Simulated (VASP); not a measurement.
A run of VASP 6.6.1:

Contents of INCAR:

```
SYSTEM = GaN
PREC = Accurate
ENCUT = 520
EDIFF = 1E-7
ISMEAR = 0
SIGMA = 0.01
LREAL = .False.
LASPH = .True.
NELM = 80
ALGO = Normal
ISIF = 2
LWAVE = .False.
LCHARG = .True.
LELF = .True.
LVHAR = .True.
NBANDS = 16
```

Contents of KPOINTS:

```
regular mesh
0
Gamma
  10 10 10
  0 0 0
```

Contents of POSCAR:

```
GaN
1.0
    0.0000000000      2.2241469589      2.2241469589
    2.2241469589      0.0000000000      2.2241469589
    2.2241469589      2.2241469589      0.0000000000
Ga N
1 1
Direct
    0.0000000000      0.0000000000      0.0000000000
    0.2500000000      0.2500000000      0.2500000000
```

Potentials or basis: VASP PAW LDA potentials, release 64 (Ga_d, N).

Launch:

```bash
$ cat potpaw_LDA.64/Ga_d/POTCAR potpaw_LDA.64/N/POTCAR > POTCAR
$ mpirun -np 1 vasp_std > vasp.out
```

Hardware: 1 thread of Intel(R) Xeon(R) Platinum 8488C (Sapphire Rapids), on a shared host.

Q: How long does it take, and how much memory?

A: Wall time 12 s on 1 thread of Intel(R) Xeon(R) Platinum 8488C (Sapphire Rapids), on a shared host, peak memory 0.13 GiB. Counts: scf iterations 13, k points 47.
